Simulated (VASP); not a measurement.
# C (Cmme) in VASP: further runs

Runs on C. Level: r2SCAN. Tasks: single point, relaxation of cell and atoms.

All numbers are computed with VASP 6.6.1; they aren't measurements. Logs are shortened: lines on timing, memory, paths and dates and some standing lists are left out, and cuts for length are marked.

## (1) The cell of the first run

The typed cell holds 8 atoms: a = 2.456 Å, b = 2.456 Å, c = 14.231 Å, α = 90.00°, β = 90.00°, γ = 119.98°.

## (2) Single point, r2SCAN

File POSCAR:

```
C
1.0
   -1.2281241545      2.1264611631      0.0000000000
   -1.2281241545     -2.1264611631      0.0000000000
    0.0000000000      0.0000000000     14.2311090042
C
8
Direct
    0.9166750129      0.0833249871      0.3749609415
    0.9166750129      0.0833249871      0.8749609415
    0.4166750129      0.5833249871      0.1250390585
    0.4166750129      0.5833249871      0.6250390585
    0.0833249871      0.9166750129      0.1250390585
    0.0833249871      0.9166750129      0.6250390585
    0.5833249871      0.4166750129      0.3749609415
    0.5833249871      0.4166750129      0.8749609415
```

File INCAR.step1:

```
SYSTEM = C
  PREC = Accurate
  ENCUT = 520
  ISMEAR = 0
  SIGMA = 0.15
  LREAL = .False.
  LASPH = .True.
  NELM = 60
  NBANDS = 26
  GGA = PE
  ALGO = Normal
  EDIFF = 1E-4
  LWAVE = .True.
  LCHARG = .False.
```

File INCAR.step2:

```
SYSTEM = C
  PREC = Accurate
  ENCUT = 520
  EDIFF = 1E-6
  ISMEAR = 0
  SIGMA = 0.15
  LREAL = .False.
  LASPH = .True.
  NELM = 60
  ALGO = Normal
  ISIF = 2
  LWAVE = .False.
  LCHARG = .False.
  METAGGA = R2SCAN
  LMIXTAU = .True.
  NBANDS = 26
  ISTART = 1
```

File KPOINTS:

```
regular mesh
0
Gamma
  22 22 4
  0 0 0
```

Potentials or basis: VASP PAW PBE potentials, release 64 (C).

Run with:

```bash
$ cat potpaw_PBE.64/C/POTCAR > POTCAR
$ cp INCAR.step1 INCAR
$ mpirun -np 1 vasp_std > vasp.out
$ cp INCAR.step2 INCAR
$ mpirun -np 1 vasp_std > vasp.out
```

OUTCAR:

```text
SYSTEM = C
   PREC = Accurate
   ENCUT = 520
   EDIFF = 1E-6
   ISMEAR = 0
   LREAL = .False.
   LASPH = .True.
   NELM = 60
   ISIF = 2
   METAGGA = R2SCAN
   ISTART = 1

 ion  position               nearest neighbor table
   1  0.917  0.083  0.375-   7 1.42   7 1.42   7 1.42
   2  0.917  0.083  0.875-   8 1.42   8 1.42   8 1.42
   3  0.417  0.583  0.125-   5 1.42   5 1.42   5 1.42
   4  0.417  0.583  0.625-   6 1.42   6 1.42   6 1.42
   5  0.083  0.917  0.125-   3 1.42   3 1.42   3 1.42
   6  0.083  0.917  0.625-   4 1.42   4 1.42   4 1.42
   7  0.583  0.417  0.375-   1 1.42   1 1.42   1 1.42
   8  0.583  0.417  0.875-   2 1.42   2 1.42   2 1.42

  LATTYP: Found a base centered orthorhombic cell.
 ALAT       =     2.4562483090
 B/A-ratio  =     1.7314708414
 C/A-ratio  =     5.7938397157

  Lattice vectors:

 A1 = (  -1.2281241545,   2.1264611631,   0.0000000000)
 A2 = (  -1.2281241545,  -2.1264611631,   0.0000000000)
 A3 = (   0.0000000000,   0.0000000000,  14.2311090042)

Analysis of symmetry for initial positions (statically):
=====================================================================
 Subroutine PRICEL returns following result:

  LATTYP: Found a base centered orthorhombic cell.
 ALAT       =     2.4562483090
 B/A-ratio  =     1.7314708414
 C/A-ratio  =     2.8969198578

  Lattice vectors:

 A1 = (  -1.2281241545,   2.1264611631,   0.0000000000)
 A2 = (  -1.2281241545,  -2.1264611631,   0.0000000000)
 A3 = (   0.0000000000,   0.0000000000,   7.1155545021)

   2 primitive cells build up your supercell.

 Routine SETGRP: Setting up the symmetry group for a
 base centered orthorhombic supercell.

 Subroutine GETGRP returns: Found  8 space group operations
 (whereof  4 operations were pure point group operations)
 out of a pool of  8 trial point group operations.

The static configuration has the point symmetry C_2h.
 The point group associated with its full space group is D_2h.

Analysis of symmetry for dynamics (positions and initial velocities):
=====================================================================
 Subroutine PRICEL returns following result:

  LATTYP: Found a base centered orthorhombic cell.
 ALAT       =     2.4562483090
 B/A-ratio  =     1.7314708414
 C/A-ratio  =     2.8969198578

  Lattice vectors:

 A1 = (  -1.2281241545,   2.1264611631,   0.0000000000)
 A2 = (  -1.2281241545,  -2.1264611631,   0.0000000000)
 A3 = (   0.0000000000,   0.0000000000,   7.1155545021)

   2 primitive cells build up your supercell.

 Routine SETGRP: Setting up the symmetry group for a
 base centered orthorhombic supercell.

 Subroutine GETGRP returns: Found  8 space group operations
 (whereof  4 operations were pure point group operations)
 out of a pool of  8 trial point group operations.

The dynamic configuration has the point symmetry C_2h.
 The point group associated with its full space group is D_2h.

 Subroutine INISYM returns: Found  8 space group operations
 (whereof  4 operations are pure point group operations),
 and found     2 'primitive' translations

----------------------------------------------------------------------------------------

                                     Primitive cell

  volume of cell :      37.1654

  direct lattice vectors                    reciprocal lattice vectors
    -1.228124154  2.126461163  0.000000000    -0.407124962  0.235132439  0.000000000
    -1.228124154 -2.126461163  0.000000000    -0.407124962 -0.235132439  0.000000000
     0.000000000  0.000000000  7.115554502     0.000000000  0.000000000  0.140537185

  length of vectors
     2.455631490  2.455631490  7.115554502     0.470146784  0.470146784  0.140537185

  position of ions in fractional coordinates (direct lattice)
     0.916675013  0.083324987  0.749921883
     0.416675013  0.583324987  0.250078117
     0.083324987  0.916675013  0.250078117
     0.583324987  0.416675013  0.749921883

  ion indices of the primitive-cell ions
   primitive index   ion index
                 1           1
                 2           3
                 3           5
                 4           7

----------------------------------------------------------------------------------------

 KPOINTS: regular mesh

Automatic generation of k-mesh.
 Grid dimensions read from file:
 generate k-points for:   22   22    4

 Generating k-lattice:

  Cartesian coordinates                     Fractional coordinates (reciprocal lattice)
    -0.018505680  0.010687838  0.000000000     0.045454545  0.000000000  0.000000000
    -0.018505680 -0.010687838  0.000000000     0.000000000  0.045454545  0.000000000
     0.000000000  0.000000000  0.017567148     0.000000000  0.000000000  0.250000000

  Length of vectors
     0.021370308  0.021370308  0.017567148

  Shift w.r.t. Gamma in fractional coordinates (k-lattice)
     0.000000000  0.000000000  0.000000000

 Subroutine IBZKPT returns following result:
 ===========================================

 Found    399 irreducible k-points:

 Following reciprocal coordinates:
            Coordinates               Weight
  0.000000  0.000000  0.000000      1.000000
  0.045455  0.000000  0.000000      4.000000
  0.090909  0.000000  0.000000      4.000000
  0.136364  0.000000  0.000000      4.000000
  0.181818  0.000000  0.000000      4.000000
  0.227273 -0.000000  0.000000      4.000000
[... 16 lines left out ...]
  0.500000  0.045455  0.000000      4.000000
 -0.454545  0.045455  0.000000      4.000000
 [... further k-points ...]
   k-points           NKPTS =    399   k-points in BZ     NKDIM =    399   number of bands    NBANDS=     26
   number of dos      NEDOS =    301   number of ions     NIONS =      8
   total plane-waves  NPLWV =  34992
   dimension x,y,z NGX =    18 NGY =   18 NGZ =  108
   dimension x,y,z NGXF=    36 NGYF=   36 NGZF=  216
   ions per type =               8
   NGX,Y,Z   is equivalent  to a cutoff of  12.19, 12.19, 12.62 a.u.
   NGXF,Y,Z  is equivalent  to a cutoff of  24.37, 24.37, 25.23 a.u.
 SYSTEM =  C
   PREC   = accura    normal or accurate (medium, high low for compatibility)
   ISTART =      1    job   : 0-new  1-cont  2-samecut
   ICHARG =      0    charge: 1-file 2-atom 10-const
   ISPIN  =      1    spin polarized calculation?
   LNONCOLLINEAR =      F non collinear calculations
   LSORBIT =      F    spin-orbit coupling
   LASPH  =      T    aspherical Exc in radial PAW
   ENCUT  =  520.0 eV  38.22 Ry    6.18 a.u.   4.57  4.57 26.46*2*pi/ulx,y,z
   NELM   =     60;   NELMIN=  2; NELMDL=  0     # of ELM steps
   EDIFF  = 0.1E-05   stopping-criterion for ELM
   LREAL  =      F    real-space projection
   EDIFFG = 0.1E-04   stopping-criterion for IOM
   NSW    =      0    number of steps for IOM
   IBRION =     -1    ionic relax: 0-MD 1-quasi-New 2-CG
   NFREE  =      0    steps in history (QN), initial steepest desc. (CG)
   ISIF   =      2    stress and relaxation
   ISYM   =      2    0-nonsym 1-usesym 2-fastsym
   POTIM  = 0.5000    time-step for ionic-motion
   TEBEG  =    0.0;   TEEND  =   0.0 temperature during run
   PSTRESS=    0.0 pullay stress
   NELECT =      32.0000    total number of electrons
   NUPDOWN=      -1.0000    fix difference up-down
   EMIN   =  10.00;   EMAX   =-10.00  energy-range for DOS
   EFERMI =   0.00;   METHOD = LEGACY
   ISMEAR =     0;   SIGMA  =   0.15  broadening in eV -4-tet -1-fermi 0-gaus
   EFERMI_NEDOS =   21; number of points for ismear=-14 and -15
   IALGO  =     38    algorithm
   IMIX   =      4    mixing-type and parameters
     AMIX     =   0.40;   BMIX     =  1.00
     AMIX_MAG =   1.60;   BMIX_MAG =  1.00
  volume/ion in A,a.u.               =       9.29        62.70
  Fermi-wavevector in a.u.,A,eV,Ry     =   1.236143  2.335971 20.790371  1.528049
  Thomas-Fermi vector in A             =   2.370763
   LORBIT       =      0    0 simple, 1 ext, 2 COOP (PROOUT), +10 PAW based schemes
   METAGGA = R2SCAN    functional components
   LHFCALC =     F    Hartree Fock is set to
   AEXX    =    0.0000 exact exchange contribution
   IVDW    =     0    specifies the selected vdW correction
   LEPSILON=     F    determine dielectric tensor
   LRPA    =     F    only Hartree local field effects (RPA)
 non-spin polarized calculation
 Gauss-broadening in eV      SIGMA  =   0.15
  energy-cutoff  :      520.00
  volume of cell :       74.33
 maximum number of plane-waves:      2034
   NGX =  9   NGY =  9   NGZ = 53

 number of electron      31.9999988 magnetization

 Free energy of the ion-electron system (eV)
  ---------------------------------------------------
  ext. energy  EPLUGINS =         0.00000000
  ---------------------------------------------------
  free energy    TOTEN  =       -79.49918601 eV

  energy without entropy =      -79.49861520  energy(sigma->0) =      -79.49890060

 E-fermi :   4.1457     XC(G=0): -10.7231

 val. band max:        4.0071298473   @ k =   0.3636   0.3182   0.0000
 cond. band min:       4.2032283183   @ k =   0.3182   0.3182   0.0000
 fundamental gap:      0.1960984710
 Fermi energy:         4.1457223277

 k-point     1 :       0.0000    0.0000    0.0000
  band No.  band energies     occupation
      1     -16.7462      2.00000
      2     -16.6559      2.00000
      3     -16.6554      2.00000
      4     -16.5612      2.00000
      5      -4.6357      2.00000
      6      -3.9578      2.00000
[... 18 lines left out ...]
     25      12.9304      0.00000
     26      12.9468      0.00000

 k-point     2 :       0.0455    0.0000    0.0000
  band No.  band energies     occupation
      1     -16.6940      2.00000
      2     -16.6039      2.00000
      3     -16.6035      2.00000
      4     -16.5095      2.00000
      5      -4.5726      2.00000
      6      -3.8959      2.00000
[... 18 lines left out ...]
     25      13.1518      0.00000
[... 608 lines left out ...]
     25      15.0769      0.00000
     26      16.3464      0.00000

 k-point    24 :      -0.4545    0.0455    0.0000
  band No.  band energies     occupation
      1     -12.1663      2.00000
      2     -12.1023      2.00000
      3     -12.1020      2.00000
      4     -12.0366      2.00000
      5      -8.7296      2.00000
      6      -8.6814      2.00000
[... 18 lines left out ...]
     25      13.8865      0.00000
     26      15.7028      0.00000

 [... further k-points ...]

------------------------ aborting loop because EDIFF is reached ----------------------------------------

  FORCE on cell =-STRESS in cart. coord.  units (eV):
  Direction    XX          YY          ZZ          XY          YZ          ZX
  --------------------------------------------------------------------------------------
  -------------------------------------------------------------------------------------
  Total        0.4767425      0.4435626     -0.0272310      0.0000000      0.0000000      0.0000000
  in kB       10.2760436      9.5608623     -0.5869566      0.0000000      0.0000000      0.0000000
  external PRESSURE =       6.4166498 kB  Pullay stress =       0.0000000 kB

 VOLUME and BASIS-vectors are now :
 -----------------------------------------------------------------------------
  energy-cutoff  :      520.00
  volume of cell :       74.33
      direct lattice vectors                 reciprocal lattice vectors
    -1.228124154  2.126461163  0.000000000    -0.407124962  0.235132439  0.000000000
    -1.228124154 -2.126461163  0.000000000    -0.407124962 -0.235132439  0.000000000
     0.000000000  0.000000000 14.231109004     0.000000000  0.000000000  0.070268593

 POSITION                                       TOTAL-FORCE (eV/Angst)
 -----------------------------------------------------------------------------------
     -1.22812      1.77209      5.33611         0.000000     -0.006832      0.000207
     -1.22812      1.77209     12.45166         0.000000     -0.006832      0.000207
     -1.22812     -0.35437      1.77944         0.000000     -0.006832     -0.000207
     -1.22812     -0.35437      8.89500         0.000000     -0.006832     -0.000207
     -1.22812     -1.77209      1.77944         0.000000      0.006832     -0.000207
     -1.22812     -1.77209      8.89500         0.000000      0.006832     -0.000207
     -1.22812      0.35437      5.33611         0.000000      0.006832      0.000207
     -1.22812      0.35437     12.45166         0.000000      0.006832      0.000207
 -----------------------------------------------------------------------------------
    total drift:                                0.000000     -0.000000     -0.000000

  FREE ENERGIE OF THE ION-ELECTRON SYSTEM (eV)
  ---------------------------------------------------
  free  energy   TOTEN  =       -79.4991860059 eV

  energy  without entropy=      -79.4986151992  energy(sigma->0) =      -79.49890060
```

It took 46 min on 1 thread of Oxide Virtual Turin-like, shared host; peak memory 0.53 GiB.

What came out:

```
Free energy   : -79.4992 eV
Pressure      : 0.6 GPa
Largest force : 0.007 eV/Å
```

Forces on the atoms (eV/Å):
```
C    0.000 -0.007  0.000
C    0.000 -0.007  0.000
C    0.000 -0.007  0.000
C    0.000 -0.007  0.000
C    0.000  0.007  0.000
C    0.000  0.007  0.000
C    0.000  0.007  0.000
C    0.000  0.007  0.000
```

Caveat: the PAW data sets were made with another functional, which shifts forces and pressure a little.

## (3) Relaxation of cell and atoms, r2SCAN, target pressure 1 GPa, at which the enthalpy is minimised

This run uses another cell than the first one: it holds 4 atoms, not 8.

File POSCAR:

```
C
1.0
    1.2241233607     -2.1195338888      0.0000000000
    1.2241233607      2.1195338888      0.0000000000
    0.0000000000      0.0000000000      7.0923719239
C
4
Direct
    0.0833249879      0.9166750121      0.7499218063
    0.5833249879      0.4166750121      0.2500781937
    0.9166750121      0.0833249879      0.2500781937
    0.4166750121      0.5833249879      0.7499218063
```

File INCAR.step1:

```
SYSTEM = C
PREC = Accurate
ENCUT = 600
ISMEAR = 0
SIGMA = 0.1
LREAL = .False.
LASPH = .True.
NELM = 60
GGA = PE
ALGO = Normal
EDIFF = 1E-4
LWAVE = .True.
LCHARG = .False.
```

File INCAR.step2:

```
SYSTEM = C
PREC = Accurate
ENCUT = 600
EDIFF = 1E-7
ISMEAR = 0
SIGMA = 0.1
LREAL = .False.
LASPH = .True.
NELM = 60
ALGO = Normal
ISIF = 3
LWAVE = .False.
LCHARG = .False.
METAGGA = R2SCAN
LMIXTAU = .True.
IBRION = 2
NSW = 70
EDIFFG = -0.008
PSTRESS = 10.0
ISTART = 1
```

File KPOINTS:

```
Automatic mesh
0
Gamma
  18 18 6
  0 0 0
```

Potentials or basis: VASP PAW PBE potentials, release 64 (C).

Run with:

```bash
$ cat potpaw_PBE.64/C/POTCAR > POTCAR
$ cp INCAR.step1 INCAR
$ mpirun -np 1 vasp_std > vasp.out
$ cp INCAR.step2 INCAR
$ mpirun -np 1 vasp_std > vasp.out
```

It took 2.2 h on 1 thread of Oxide Virtual Turin-like, shared host; peak memory 0.25 GiB.

It converged, with:

```
Free energy                                                : -39.7575 eV
Relaxed volume                                             : 8.84 Å³/atom
Relaxed cell                                               : a = 2.454 Å, b = 2.454 Å, c = 6.775 Å, α = 90.00°, β = 90.00°, γ = 119.97°
Space group after relaxing (to 0.1 Å)                      : Fmmm (No. 69)
Energy change on relaxing (the run minimises the enthalpy) : -0.3 meV/atom
Ionic steps                                                : 11
Pressure after relaxing                                    : 1.0 GPa
```

Forces on the atoms (eV/Å):
```
C    0.000 -0.002  0.000
C    0.000 -0.002  0.000
C    0.000  0.002  0.000
C    0.000  0.002  0.000
```

The path:
```
step  energy change (eV)  largest force (eV/Å)  pressure (GPa)  volume (Å³)
   1              0.0000                0.0005            2.88        36.80
   2              0.0061                0.0025           -4.84        37.38
   3             -0.0038                0.0006            0.37        36.99
   4             -0.0040                0.0021            0.41        36.86
   5             -0.0043                0.0098            0.51        36.47
   6             -0.0028                0.0254            0.77        35.70
   7              0.0122                0.0564            1.50        34.16
   8             -0.0015                0.0311            0.88        35.42
   9             -0.0011                0.0323            0.90        35.36
  10              0.0045                0.4903            1.90        35.22
  11             -0.0011                0.0020            0.96        35.35
```

Final structure:
```xyz
4
Lattice="1.2276 -2.1251 0.0000 1.2276 2.1251 0.0000 0.0000 0.0000 6.7751" Properties=species:S:1:pos:R:3 pbc="T T T"
C     1.2276    1.7710    5.0809
C     1.2276   -0.3541    1.6942
C     1.2276   -1.7710    1.6942
C     1.2276    0.3541    5.0809
```

Levels at points of the mesh, in eV from the Fermi level:
```tsv
k point	band 5	band 6	band 7	band 8	band 9	band 10	band 11	band 12
(0.00, 0.00, 0.00)	-3.22	-3.20	-3.19	-3.18	4.35	8.70	8.74	8.78
(0.50, 0.00, 0.00)	-6.81	-6.81	-2.62	-2.62	2.00	2.00	7.81	7.81
(0.50, 0.50, 0.00)	-6.85	-6.80	-3.19	-1.77	1.05	2.63	7.59	7.98
(0.00, 0.00, 0.50)	-3.20	-3.20	-3.19	-3.19	7.04	7.05	8.76	8.76
(0.50, 0.00, 0.50)	-6.81	-6.81	-2.54	-2.54	1.77	1.77	7.80	7.80
(0.50, 0.50, 0.50)	-6.82	-6.82	-2.53	-2.53	1.77	1.77	7.78	7.78
```

Caveat: the cell is relaxed towards a set pressure, so the run minimises the enthalpy, not the energy; the PAW data sets were made with another functional, which shifts forces and pressure a little.
